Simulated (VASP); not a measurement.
# MoS2 (P6_3/mmc) in VASP: single point with r2SCAN

Aim: the single point of MoS2 with r2SCAN.

Program: VASP 6.6.1. These are calculated values, not measurements. Logs are shortened: lines on timing, memory, paths and dates and some standing lists are left out, and cuts for length are marked.

### Step 1. The cell of the first run

It takes space group P6_3/mmc (No. 194, hexagonal). The conventional cell has a = 3.184 Å, b = 3.184 Å, c = 12.990 Å, α = 90.00°, β = 90.00°, γ = 120.00°. Mo (site symmetry -6m2) has 6 S at 2.41 Å and 6 Mo at 3.18 Å within 3.2 Å. Within 3.2 Å of S (site symmetry 3m) lie 3 Mo at 2.41 Å and 7 S at 3.11 to 3.18 Å.

### Step 2. Single point, r2SCAN

File POSCAR:

```
MoS2
1.0
    3.1842674074      0.0000000029      0.0000000000
   -1.5921337062      2.7576564658      0.0000000000
    0.0000000000      0.0000000000     12.9903974441
Mo S
2 4
Direct
    0.6666666667      0.3333333333      0.2500000000
    0.3333333333      0.6666666667      0.7500000000
    0.6666666667      0.3333333333      0.6304739546
    0.3333333333      0.6666666667      0.3695260454
    0.6666666667      0.3333333333      0.8695260454
    0.3333333333      0.6666666667      0.1304739546
```

File INCAR.step1:

```
PREC = Accurate
ENCUT = 520
ISMEAR = 0
SIGMA = 0.02
LREAL = False
LASPH = True
NELM = 80
NBANDS = 35
GGA = PE
ALGO = Normal
EDIFF = 1E-4
LWAVE = True
LCHARG = False
```

File INCAR.step2:

```
PREC = Accurate
ENCUT = 520
EDIFF = 1E-6
ISMEAR = 0
SIGMA = 0.02
LREAL = False
LASPH = True
NELM = 80
ALGO = Normal
ISIF = 2
LWAVE = False
LCHARG = False
METAGGA = R2SCAN
LMIXTAU = True
NBANDS = 35
ISTART = 1
```

File KPOINTS:

```
regular mesh
0
Gamma
  12 12 2
```

Potentials or basis: VASP PAW PBE potentials, release 64 (Mo_sv, S).

Command:

```bash
> cat potpaw_PBE.64/Mo_sv/POTCAR potpaw_PBE.64/S/POTCAR > POTCAR
> cp INCAR.step1 INCAR
> mpirun -np 1 vasp_std > vasp.out
> cp INCAR.step2 INCAR
> mpirun -np 1 vasp_std > vasp.out
```

OUTCAR:

```text
PREC = Accurate
   ENCUT = 520
   EDIFF = 1E-6
   ISMEAR = 0
   LREAL = False
   LASPH = True
   NELM = 80
   ISIF = 2
   METAGGA = R2SCAN
   ISTART = 1

 ion  position               nearest neighbor table
   1  0.667  0.333  0.250-   4 2.41   6 2.41   4 2.41   6 2.41   4 2.41   6 2.41
   2  0.333  0.667  0.750-   3 2.41   5 2.41   3 2.41   5 2.41   3 2.41   5 2.41
   3  0.667  0.333  0.630-   2 2.41   2 2.41   2 2.41
   4  0.333  0.667  0.370-   1 2.41   1 2.41   1 2.41
   5  0.667  0.333  0.870-   2 2.41   2 2.41   2 2.41
   6  0.333  0.667  0.130-   1 2.41   1 2.41   1 2.41

  LATTYP: Found a hexagonal cell.
 ALAT       =     3.1842674074
 C/A-ratio  =     4.0795560743

  Lattice vectors:

 A1 = (   3.1842674074,   0.0000000029,   0.0000000000)
 A2 = (  -1.5921337062,   2.7576564658,   0.0000000000)
 A3 = (   0.0000000000,   0.0000000000,  12.9903974441)

Analysis of symmetry for initial positions (statically):
=====================================================================
 Subroutine PRICEL returns:
 Original cell was already a primitive cell.

 Routine SETGRP: Setting up the symmetry group for a
 hexagonal supercell.

 Subroutine GETGRP returns: Found 24 space group operations
 (whereof 12 operations were pure point group operations)
 out of a pool of 24 trial point group operations.

The static configuration has the point symmetry D_3d.
 The point group associated with its full space group is D_6h.

Analysis of symmetry for dynamics (positions and initial velocities):
=====================================================================
 Subroutine PRICEL returns:
 Original cell was already a primitive cell.

 Routine SETGRP: Setting up the symmetry group for a
 hexagonal supercell.

 Subroutine GETGRP returns: Found 24 space group operations
 (whereof 12 operations were pure point group operations)
 out of a pool of 24 trial point group operations.

The dynamic configuration has the point symmetry D_3d.
 The point group associated with its full space group is D_6h.

 Subroutine INISYM returns: Found 24 space group operations
 (whereof 12 operations are pure point group operations),
 and found     1 'primitive' translations

----------------------------------------------------------------------------------------

                                     Primitive cell

  volume of cell :     114.0702

  direct lattice vectors                    reciprocal lattice vectors
     3.184267407  0.000000003  0.000000000     0.314043977  0.181313375  0.000000000
    -1.592133706  2.757656466  0.000000000    -0.000000000  0.362626749  0.000000000
     0.000000000  0.000000000 12.990397444     0.000000000  0.000000000  0.076979939

  length of vectors
     3.184267407  3.184267407 12.990397444     0.362626749  0.362626749  0.076979939

  position of ions in fractional coordinates (direct lattice)
     0.666666667  0.333333333  0.250000000
     0.333333333  0.666666667  0.750000000
     0.666666667  0.333333333  0.630473955
     0.333333333  0.666666667  0.369526045
     0.666666667  0.333333333  0.869526045
     0.333333333  0.666666667  0.130473955

  ion indices of the primitive-cell ions
   primitive index   ion index
                 1           1
                 2           2
                 3           3
                 4           4
                 5           5
                 6           6

----------------------------------------------------------------------------------------

 KPOINTS: regular mesh

Automatic generation of k-mesh.
 Grid dimensions read from file:
 generate k-points for:   12   12    2

 Generating k-lattice:

  Cartesian coordinates                     Fractional coordinates (reciprocal lattice)
     0.026170331  0.015109448  0.000000000     0.083333333  0.000000000  0.000000000
    -0.000000000  0.030218896  0.000000000     0.000000000  0.083333333  0.000000000
     0.000000000  0.000000000  0.038489969     0.000000000  0.000000000  0.500000000

  Length of vectors
     0.030218896  0.030218896  0.038489969

  Shift w.r.t. Gamma in fractional coordinates (k-lattice)
     0.000000000  0.000000000  0.000000000

 Subroutine IBZKPT returns following result:
 ===========================================

 Found     38 irreducible k-points:

 Following reciprocal coordinates:
            Coordinates               Weight
  0.000000  0.000000  0.000000      1.000000
  0.083333  0.000000  0.000000      6.000000
  0.166667  0.000000  0.000000      6.000000
  0.250000  0.000000  0.000000      6.000000
  0.333333  0.000000  0.000000      6.000000
  0.416667  0.000000  0.000000      6.000000
[... 16 lines left out ...]
  0.250000  0.000000  0.500000      6.000000
  0.333333  0.000000  0.500000      6.000000
 [... further k-points ...]
   k-points           NKPTS =     38   k-points in BZ     NKDIM =     38   number of bands    NBANDS=     35
   number of dos      NEDOS =    301   number of ions     NIONS =      6
   total plane-waves  NPLWV =  56448
   dimension x,y,z NGX =    24 NGY =   24 NGZ =   98
   dimension x,y,z NGXF=    48 NGYF=   48 NGZF=  196
   ions per type =               2   4
   NGX,Y,Z   is equivalent  to a cutoff of  12.53, 12.53, 12.54 a.u.
   NGXF,Y,Z  is equivalent  to a cutoff of  25.06, 25.06, 25.08 a.u.
 SYSTEM =  unknown system
   PREC   = accura    normal or accurate (medium, high low for compatibility)
   ISTART =      1    job   : 0-new  1-cont  2-samecut
   ICHARG =      0    charge: 1-file 2-atom 10-const
   ISPIN  =      1    spin polarized calculation?
   LNONCOLLINEAR =      F non collinear calculations
   LSORBIT =      F    spin-orbit coupling
   LASPH  =      T    aspherical Exc in radial PAW
   ENCUT  =  520.0 eV  38.22 Ry    6.18 a.u.   5.92  5.92 24.15*2*pi/ulx,y,z
   NELM   =     80;   NELMIN=  2; NELMDL=  0     # of ELM steps
   EDIFF  = 0.1E-05   stopping-criterion for ELM
   LREAL  =      F    real-space projection
   EDIFFG = 0.1E-04   stopping-criterion for IOM
   NSW    =      0    number of steps for IOM
   IBRION =     -1    ionic relax: 0-MD 1-quasi-New 2-CG
   NFREE  =      0    steps in history (QN), initial steepest desc. (CG)
   ISIF   =      2    stress and relaxation
   ISYM   =      2    0-nonsym 1-usesym 2-fastsym
   POTIM  = 0.5000    time-step for ionic-motion
   TEBEG  =    0.0;   TEEND  =   0.0 temperature during run
   PSTRESS=    0.0 pullay stress
   NELECT =      52.0000    total number of electrons
   NUPDOWN=      -1.0000    fix difference up-down
   EMIN   =  10.00;   EMAX   =-10.00  energy-range for DOS
   EFERMI =   0.00;   METHOD = LEGACY
   ISMEAR =     0;   SIGMA  =   0.02  broadening in eV -4-tet -1-fermi 0-gaus
   EFERMI_NEDOS =   21; number of points for ismear=-14 and -15
   IALGO  =     38    algorithm
   IMIX   =      4    mixing-type and parameters
     AMIX     =   0.40;   BMIX     =  1.00
     AMIX_MAG =   1.60;   BMIX_MAG =  1.00
  volume/ion in A,a.u.               =      19.01       128.30
  Fermi-wavevector in a.u.,A,eV,Ry     =   1.259946  2.380953 21.598755  1.587464
  Thomas-Fermi vector in A             =   2.393480
   LORBIT       =      0    0 simple, 1 ext, 2 COOP (PROOUT), +10 PAW based schemes
   METAGGA = R2SCAN    functional components
   LHFCALC =     F    Hartree Fock is set to
   AEXX    =    0.0000 exact exchange contribution
   IVDW    =     0    specifies the selected vdW correction
   LEPSILON=     F    determine dielectric tensor
   LRPA    =     F    only Hartree local field effects (RPA)
 non-spin polarized calculation
 Gauss-broadening in eV      SIGMA  =   0.02
  energy-cutoff  :      520.00
  volume of cell :      114.07
 maximum number of plane-waves:      3095
 NGX is ok and might be reduce to    24
   NGX = 11   NGY = 11   NGZ = 49

 number of electron      52.0000000 magnetization

 Free energy of the ion-electron system (eV)
  ---------------------------------------------------
  ext. energy  EPLUGINS =         0.00000000
  ---------------------------------------------------
  free energy    TOTEN  =       -90.08506325 eV

  energy without entropy =      -90.08506325  energy(sigma->0) =      -90.08506325

 E-fermi :   6.5891     XC(G=0): -11.0393

 val. band max:        6.4669430193   @ k =   0.0000   0.0000   0.0000
 cond. band min:       7.6478463229   @ k =   0.3333   0.3333   0.0000
 fundamental gap:      1.1809033036
 Fermi energy:         6.5891279985

 k-point     1 :       0.0000    0.0000    0.0000
  band No.  band energies     occupation
      1     -56.9032      2.00000
      2     -56.9032      2.00000
      3     -30.3154      2.00000
      4     -30.3153      2.00000
      5     -30.1071      2.00000
      6     -30.1071      2.00000
[... 27 lines left out ...]
     34       9.1381      0.00000
     35      12.5713      0.00000

 k-point     2 :       0.0833    0.0000    0.0000
  band No.  band energies     occupation
      1     -56.9004      2.00000
      2     -56.9004      2.00000
      3     -30.3099      2.00000
      4     -30.3098      2.00000
      5     -30.1345      2.00000
      6     -30.1345      2.00000
[... 27 lines left out ...]
     34       9.0432      0.00000
     35      13.0614      0.00000

 k-point     3 :       0.1667    0.0000    0.0000
  band No.  band energies     occupation
      1     -56.8929      2.00000
      2     -56.8929      2.00000
      3     -30.2948      2.00000
      4     -30.2948      2.00000
      5     -30.2088      2.00000
      6     -30.2088      2.00000
[... 27 lines left out ...]
     34       9.4948      0.00000
     35      14.0144      0.00000

 k-point     4 :       0.2500    0.0000    0.0000
  band No.  band energies     occupation
      1     -56.8825      2.00000
      2     -56.8825      2.00000
      3     -30.3089      2.00000
      4     -30.3089      2.00000
      5     -30.2742      2.00000
      6     -30.2742      2.00000
[... 27 lines left out ...]
     34       9.9713      0.00000
     35      14.3286      0.00000

 k-point     5 :       0.3333    0.0000    0.0000
  band No.  band energies     occupation
      1     -56.8722      2.00000
      2     -56.8722      2.00000
      3     -30.4075      2.00000
      4     -30.4075      2.00000
      5     -30.2535      2.00000
      6     -30.2535      2.00000
[... 638 lines left out ...]
 k-point    22 :       0.1667    0.0000    0.5000
  band No.  band energies     occupation
      1     -56.8929      2.00000
      2     -56.8929      2.00000
      3     -30.2948      2.00000
      4     -30.2948      2.00000
      5     -30.2088      2.00000
      6     -30.2088      2.00000
[... 27 lines left out ...]
     34       9.4616      0.00000
     35      14.1854      0.00000

 k-point    23 :       0.2500    0.0000    0.5000
  band No.  band energies     occupation
      1     -56.8825      2.00000
      2     -56.8825      2.00000
      3     -30.3089      2.00000
      4     -30.3089      2.00000
      5     -30.2742      2.00000
      6     -30.2742      2.00000
[... 27 lines left out ...]
     34       9.9110      0.00000
     35      14.4711      0.00000

 k-point    24 :       0.3333    0.0000    0.5000
  band No.  band energies     occupation
      1     -56.8722      2.00000
      2     -56.8722      2.00000
      3     -30.4075      2.00000
      4     -30.4075      2.00000
      5     -30.2535      2.00000
      6     -30.2535      2.00000
[... 27 lines left out ...]
     34      10.2398      0.00000
     35      13.9065      0.00000

 [... further k-points ...]
[... 5 lines left out ...]
  --------------------------------------------------------------------------------------
  -------------------------------------------------------------------------------------
  Total        0.0598005      0.0598005     -0.0040336      0.0000000      0.0000000      0.0000000
  in kB        0.8399299      0.8399299     -0.0566541      0.0000000      0.0000000      0.0000000
  external PRESSURE =       0.5410686 kB  Pullay stress =       0.0000000 kB

 VOLUME and BASIS-vectors are now :
 -----------------------------------------------------------------------------
  energy-cutoff  :      520.00
  volume of cell :      114.07
      direct lattice vectors                 reciprocal lattice vectors
     3.184267407  0.000000003  0.000000000     0.314043977  0.181313375  0.000000000
    -1.592133706  2.757656466  0.000000000    -0.000000000  0.362626749  0.000000000
     0.000000000  0.000000000 12.990397444     0.000000000  0.000000000  0.076979939

 POSITION                                       TOTAL-FORCE (eV/Angst)
 -----------------------------------------------------------------------------------
      1.59213      0.91922      3.24760        -0.000000      0.000000      0.000000
     -0.00000      1.83844      9.74280         0.000000     -0.000000      0.000000
      1.59213      0.91922      8.19011        -0.000000      0.000000     -0.004024
     -0.00000      1.83844      4.80029         0.000000      0.000000      0.004024
      1.59213      0.91922     11.29549         0.000000      0.000000      0.004024
     -0.00000      1.83844      1.69491         0.000000      0.000000     -0.004024
 -----------------------------------------------------------------------------------
    total drift:                                0.000000     -0.000000      0.000000

  FREE ENERGIE OF THE ION-ELECTRON SYSTEM (eV)
  ---------------------------------------------------
  free  energy   TOTEN  =       -90.0850632542 eV

  energy  without entropy=      -90.0850632542  energy(sigma->0) =      -90.08506325
```

Run time: 13 min. Hardware: 1 thread of AMD EPYC 7R43 (Zen 3), shared host; peak memory 0.27 GiB.

What came out:

* Free energy: -90.0851 eV
* Pressure: 0.1 GPa
* Largest force: 0.004 eV/Å
* Band gap on the k mesh: 1.18 eV (least direct gap 1.73 eV)

Forces in eV/Å, atoms in the order of the input:
```
Mo   0.000  0.000  0.000
Mo   0.000  0.000  0.000
S    0.000  0.000 -0.004
S    0.000  0.000  0.004
S    0.000  0.000  0.004
S    0.000  0.000 -0.004
```

Caveat: the PAW data sets were made with another functional, which shifts forces and pressure a little.
